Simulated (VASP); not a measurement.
# Ga in VASP: notebook, part 2 of 2

VASP 6.6.1. Earlier steps stand in the parts before.

**4. Single point, BLYP+D3(BJ)**

This run uses another cell than the first one, of 18.82 Å³/atom.

Input file INCAR:

```
  PREC = Accurate
  ENCUT = 520
  EDIFF = 1E-6
  ISMEAR = -1
  SIGMA = 0.05
  LREAL = F
  LASPH = T
  NELM = 100
  ALGO = Fast
  ISIF = 2
  LWAVE = F
  LCHARG = F
  GGA = B5
  ALDAX = 1.0
  AGGAX = 1.0
  AGGAC = 1.0
  ALDAC = 0.0
  IVDW = 12
  VDW_S6 = 1.0
  VDW_S8 = 2.6996
  VDW_A1 = 0.4298
  VDW_A2 = 4.2359
  NBANDS = 20
```

Input file KPOINTS:

```
regular mesh
0
Gamma
  10 10 8
```

Input file POSCAR:

```
Ga
1.0
    1.4380974034     -4.0616766288      0.0262131111
    1.4380974034      4.0616766288      0.0262131111
   -0.0590116608      0.0000000000      3.2203686950
Ga
2
Direct
    0.1348120643      0.8651879357      0.7500000000
    0.8651879357      0.1348120643      0.2500000000
```

Potentials or basis: VASP PAW PBE potentials, release 64 (Ga_d).

On the command line:

```sh
> cat potpaw_PBE.64/Ga_d/POTCAR > POTCAR
> mpirun -np 1 vasp_std > vasp.out
```

OUTCAR:

```text
PREC = Accurate
   ENCUT = 520
   EDIFF = 1E-6
   ISMEAR = -1
   LREAL = F
   LASPH = T
   NELM = 100
   ISIF = 2
   GGA = B5
   IVDW = 12
 IVDW          = 12

 ion  position               nearest neighbor table
   1  0.135  0.865  0.750-   2 2.72   2 2.72   2 2.86   2 2.86   2 2.86   2 2.86
   2  0.865  0.135  0.250-   1 2.72   1 2.72   1 2.86   1 2.86   1 2.86   1 2.86

  LATTYP: Found a base centered monoclinic cell.
 ALAT       =     2.8766725701
 B/A-ratio  =     2.8238713513
 C/A-ratio  =     1.1196649083
 COS(beta)  =    -0.0000968396

  Lattice vectors:

 A1 = (   1.4380974034,  -4.0616766288,   0.0262131111)
 A2 = (   1.4380974034,   4.0616766288,   0.0262131111)
 A3 = (  -0.0590116608,   0.0000000000,   3.2203686950)

Analysis of symmetry for initial positions (statically):
=====================================================================
 Subroutine PRICEL returns:
 Original cell was already a primitive cell.

 Routine SETGRP: Setting up the symmetry group for a
 base centered monoclinic supercell.

 Subroutine GETGRP returns: Found  4 space group operations
 (whereof  2 operations were pure point group operations)
 out of a pool of  4 trial point group operations.

The static configuration has the point symmetry S_2 .
 The point group associated with its full space group is C_2h.

Analysis of symmetry for dynamics (positions and initial velocities):
=====================================================================
 Subroutine PRICEL returns:
 Original cell was already a primitive cell.

 Routine SETGRP: Setting up the symmetry group for a
 base centered monoclinic supercell.

 Subroutine GETGRP returns: Found  4 space group operations
 (whereof  2 operations were pure point group operations)
 out of a pool of  4 trial point group operations.

The dynamic configuration has the point symmetry S_2 .
 The point group associated with its full space group is C_2h.

 Subroutine INISYM returns: Found  4 space group operations
 (whereof  2 operations are pure point group operations),
 and found     1 'primitive' translations

----------------------------------------------------------------------------------------

                                     Primitive cell

  volume of cell :      37.6335

  direct lattice vectors                    reciprocal lattice vectors
     1.438097403 -4.061676629  0.026213111     0.347565505 -0.123101873  0.006368966
     1.438097403  4.061676629  0.026213111     0.347565505  0.123101873  0.006368966
    -0.059011661  0.000000000  3.220368695    -0.005658217  0.000000000  0.310419767

  length of vectors
     4.308831432  4.308831432  3.220909329     0.368776917  0.368776917  0.310471330

  position of ions in fractional coordinates (direct lattice)
     0.134812064  0.865187936  0.750000000
     0.865187936  0.134812064  0.250000000

  ion indices of the primitive-cell ions
   primitive index   ion index
                 1           1
                 2           2

----------------------------------------------------------------------------------------

 KPOINTS: regular mesh

Automatic generation of k-mesh.
 Grid dimensions read from file:
 generate k-points for:   10   10    8

 Generating k-lattice:

  Cartesian coordinates                     Fractional coordinates (reciprocal lattice)
     0.034756550 -0.012310187  0.000636897     0.100000000 -0.000000000  0.000000000
     0.034756550  0.012310187  0.000636897    -0.000000000  0.100000000  0.000000000
    -0.000707277  0.000000000  0.038802471     0.000000000  0.000000000  0.125000000

  Length of vectors
     0.036877692  0.036877692  0.038808916

  Shift w.r.t. Gamma in fractional coordinates (k-lattice)
     0.000000000  0.000000000  0.000000000

 Subroutine IBZKPT returns following result:
 ===========================================

 Found    227 irreducible k-points:

 Following reciprocal coordinates:
            Coordinates               Weight
  0.000000  0.000000  0.000000      1.000000
  0.100000  0.000000  0.000000      4.000000
  0.200000  0.000000  0.000000      4.000000
  0.300000 -0.000000  0.000000      4.000000
  0.400000  0.000000  0.000000      4.000000
  0.500000 -0.000000  0.000000      2.000000
[... 16 lines left out ...]
  0.300000  0.300000  0.000000      2.000000
  0.400000  0.300000  0.000000      4.000000
 [... further k-points ...]
   k-points           NKPTS =    227   k-points in BZ     NKDIM =    227   number of bands    NBANDS=     20
   number of dos      NEDOS =    301   number of ions     NIONS =      2
   total plane-waves  NPLWV =  24576
   dimension x,y,z NGX =    32 NGY =   32 NGZ =   24
   dimension x,y,z NGXF=    64 NGYF=   64 NGZF=   48
   ions per type =               2
   NGX,Y,Z   is equivalent  to a cutoff of  12.35, 12.35, 12.39 a.u.
   NGXF,Y,Z  is equivalent  to a cutoff of  24.69, 24.69, 24.78 a.u.
 SYSTEM =  unknown system
   PREC   = accura    normal or accurate (medium, high low for compatibility)
   ISTART =      0    job   : 0-new  1-cont  2-samecut
   ICHARG =      2    charge: 1-file 2-atom 10-const
   ISPIN  =      1    spin polarized calculation?
   LNONCOLLINEAR =      F non collinear calculations
   LSORBIT =      F    spin-orbit coupling
   LASPH  =      T    aspherical Exc in radial PAW
   ENCUT  =  520.0 eV  38.22 Ry    6.18 a.u.   8.01  8.01  5.99*2*pi/ulx,y,z
   NELM   =    100;   NELMIN=  2; NELMDL= -5     # of ELM steps
   EDIFF  = 0.1E-05   stopping-criterion for ELM
   LREAL  =      F    real-space projection
   EDIFFG = 0.1E-04   stopping-criterion for IOM
   NSW    =      0    number of steps for IOM
   IBRION =     -1    ionic relax: 0-MD 1-quasi-New 2-CG
   NFREE  =      0    steps in history (QN), initial steepest desc. (CG)
   ISIF   =      2    stress and relaxation
   ISYM   =      2    0-nonsym 1-usesym 2-fastsym
   POTIM  = 0.5000    time-step for ionic-motion
   TEBEG  =    0.0;   TEEND  =   0.0 temperature during run
   PSTRESS=    0.0 pullay stress
   NELECT =      26.0000    total number of electrons
   NUPDOWN=      -1.0000    fix difference up-down
   EMIN   =  10.00;   EMAX   =-10.00  energy-range for DOS
   EFERMI =   0.00;   METHOD = LEGACY
   ISMEAR =    -1;   SIGMA  =   0.05  broadening in eV -4-tet -1-fermi 0-gaus
   EFERMI_NEDOS =   21; number of points for ismear=-14 and -15
   IALGO  =     68    algorithm
   IMIX   =      4    mixing-type and parameters
     AMIX     =   0.40;   BMIX     =  1.00
     AMIX_MAG =   1.60;   BMIX_MAG =  1.00
  volume/ion in A,a.u.               =      18.82       126.98
  Fermi-wavevector in a.u.,A,eV,Ry     =   1.447242  2.734891 28.497535  2.094510
  Thomas-Fermi vector in A             =   2.565219
   LORBIT       =      0    0 simple, 1 ext, 2 COOP (PROOUT), +10 PAW based schemes
   GGA     = B5    functional components
   LHFCALC =     F    Hartree Fock is set to
   AEXX    =    0.0000 exact exchange contribution
   IVDW    =    12    specifies the selected vdW correction
   LEPSILON=     F    determine dielectric tensor
   LRPA    =     F    only Hartree local field effects (RPA)
 non-spin polarized calculation
 RMM-DIIS sequential band-by-band and
  energy-cutoff  :      520.00
  volume of cell :       37.63
 maximum number of plane-waves:      1038
   NGX = 17   NGY = 17   NGZ = 11

 number of electron      26.0000010 magnetization

 Free energy of the ion-electron system (eV)
  ---------------------------------------------------
  ext. energy  EPLUGINS =         0.00000000
  ---------------------------------------------------
  free energy    TOTEN  =        -4.20284028 eV

  energy without entropy =       -4.19904838  energy(sigma->0) =       -4.20094433

 E-fermi :   5.9806     XC(G=0): -10.4116

 val. band max:        5.9567084489   @ k =  -0.1000   0.1000   0.0000
 cond. band min:       6.0130707007   @ k =   0.2000   0.1000   0.1250
 fundamental gap:      0.0563622518
 Fermi energy:         5.9805968856

 k-point     1 :       0.0000    0.0000    0.0000
  band No.  band energies     occupation
      1      -9.2470      2.00000
      2      -9.2313      2.00000
      3      -9.1624      2.00000
      4      -9.1611      2.00000
      5      -8.9602      2.00000
      6      -8.9514      2.00000
[... 12 lines left out ...]
     19      16.7514      0.00000
[... 513 lines left out ...]
      4      -9.0560      2.00000
      5      -9.0270      2.00000
      6      -9.0073      2.00000
[... 12 lines left out ...]
     19      15.8569      0.00000
     20      17.9028      0.00000

 [... further k-points ...]

------------------------ aborting loop because EDIFF is reached ----------------------------------------

 Edisp (eV)   -1.44289

 E8    (eV) :    -1.0958

  FORCE on cell =-STRESS in cart. coord.  units (eV):
  Direction    XX          YY          ZZ          XY          YZ          ZX
  --------------------------------------------------------------------------------------
  -------------------------------------------------------------------------------------
  Total       0.02515     0.02461     0.04120     0.00000     0.00000     0.00030
  in kB       1.07068     1.04792     1.75393     0.00000     0.00000     0.01284
  external pressure =        1.29 kB  Pullay stress =        0.00 kB

 VOLUME and BASIS-vectors are now :
 -----------------------------------------------------------------------------
  energy-cutoff  :      520.00
  volume of cell :       37.63
      direct lattice vectors                 reciprocal lattice vectors
     1.438097403 -4.061676629  0.026213111     0.347565505 -0.123101873  0.006368966
     1.438097403  4.061676629  0.026213111     0.347565505  0.123101873  0.006368966
    -0.059011661  0.000000000  3.220368695    -0.005658217  0.000000000  0.310419767

 POSITION                                       TOTAL-FORCE (eV/Angst)
 -----------------------------------------------------------------------------------
      1.39384      2.96655      2.44149         0.000000     -0.002840      0.000000
      1.42334     -2.96655      0.83131        -0.000000      0.002840     -0.000000
 -----------------------------------------------------------------------------------
    total drift:                                0.000000      0.000000      0.000000

  FREE ENERGIE OF THE ION-ELECTRON SYSTEM (eV)
  ---------------------------------------------------
  free  energy   TOTEN  =        -5.6457335271 eV

  energy  without entropy=       -5.6419416310  energy(sigma->0) =       -5.64383758
```

Run time: 68 s. Hardware: 1 thread of Intel Xeon 6975P-C (Granite Rapids), shared host; peak memory 0.27 GiB.

What came out:

```yaml
Free_energy: -5.6457 eV
Pressure: 0.1 GPa
Band_gap_on_the_k_mesh: zero (bands 13 and 14 overlap by 8.65 eV)
Dispersion_energy_per_atom: -0.721 eV
```

Forces in eV/Å, atoms in the order of the input:
```
Ga   0.000 -0.003  0.000
Ga   0.000  0.003  0.000
```

Caveat: the PAW data sets were made with another functional, which shifts forces and pressure a little.

**5. Single point, RPBE**

This run uses another cell than the first one, of 19.89 Å³/atom.

Input file INCAR:

```
SYSTEM = Ga
PREC = Accurate
ENCUT = 520
EDIFF = 1E-6
ISMEAR = -1
SIGMA = 0.05
LREAL = .False.
LASPH = .True.
NELM = 100
ALGO = Fast
ISIF = 2
LWAVE = .False.
LCHARG = .False.
GGA = RP
NBANDS = 20
```

Input file KPOINTS:

```
regular mesh
0
Gamma
  10 10 8
  0 0 0
```

Input file POSCAR:

```
Ga
1.0
    1.4677890375     -4.1607406832      0.0270860041
    1.4677890375      4.1607406832      0.0270860041
   -0.0594314265      0.0000000000      3.2559008716
Ga
2
Direct
    0.1354486509      0.8645513491      0.7500000000
    0.8645513491      0.1354486509      0.2500000000
```

On the command line:

```sh
> cat potpaw_PBE.64/Ga_d/POTCAR > POTCAR
> mpirun -np 1 vasp_std > vasp.out
```

It took 75 s on 1 thread of Intel Xeon 6975P-C (Granite Rapids), shared host; peak memory 0.27 GiB.

The run converged. Its results:

```
Free energy            : -5.0868 eV
Pressure               : 0.3 GPa
Band gap on the k mesh : zero (bands 13 and 14 overlap by 8.56 eV)
```

Forces in eV/Å, atoms in the order of the input:
```
Ga   0.000 -0.003  0.000
Ga   0.000  0.003  0.000
```

Levels at points of the mesh, in eV from the Fermi level:
```csv
k point,band 10,band 11,band 12,band 13,band 14,band 15,band 16,band 17
"(0.00, 0.00, 0.00)",-14.62,-10.69,-2.00,-1.69,2.74,6.27,7.71,8.87
"(0.50, 0.00, 0.00)",-14.67,-6.29,-5.08,-1.53,-0.29,6.28,6.49,8.40
"(0.50, 0.50, 0.00)",-14.67,-8.88,-8.02,4.71,5.70,5.92,6.57,6.66
"(0.00, 0.00, 0.50)",-14.69,-7.10,-7.10,1.77,1.77,2.46,2.46,10.12
"(0.50, 0.00, 0.50)",-14.66,-2.86,-2.86,-1.50,-1.50,1.95,1.96,4.16
"(0.50, 0.50, 0.50)",-14.73,-5.52,-5.52,-3.84,-3.84,9.45,9.45,10.98
```

Caveat: the PAW data sets were made with another functional, which shifts forces and pressure a little.

**6. The runs side by side**

```csv
level,potentials or basis,cell,gap on the mesh (eV),pressure (GPa),largest force (eV/Å)
LDA,"VASP PAW LDA potentials, release 64 (Ga_d)","a = 4.257, b = 4.257, c = 3.332 Å, angles 90.7, 90.7, 142.1°, 2 atoms, atomic positions A",none,-3.9,0.18
RPBE,"VASP PAW PBE potentials, release 64 (Ga_d)","a = 4.257, b = 4.257, c = 3.332 Å, angles 90.7, 90.7, 142.1°, 2 atoms, atomic positions A",none,3.6,0.21
BLYP+D3(BJ),"VASP PAW PBE potentials, release 64 (Ga_d)","a = 4.309, b = 4.309, c = 3.221 Å, angles 90.0, 90.0, 141.0°, 2 atoms, atomic positions B",none,0.1,-
RPBE,"VASP PAW PBE potentials, release 64 (Ga_d)","a = 4.412, b = 4.412, c = 3.256 Å, angles 90.0, 90.0, 141.1°, 2 atoms, atomic positions B",none,0.3,-
```

Alike in all rows: task single point; no spin polarisation; k mesh 10 × 10 × 8; cutoff (eV) 520; smearing fermi-dirac 0.05 eV.

Caveats: the PAW data sets were made with another functional, which shifts forces and pressure a little (at least some runs); the cell stands under tension (at least some runs); the cell stands under pressure (at least some runs).

Absolute energies hang on the potentials; compare differences alone.
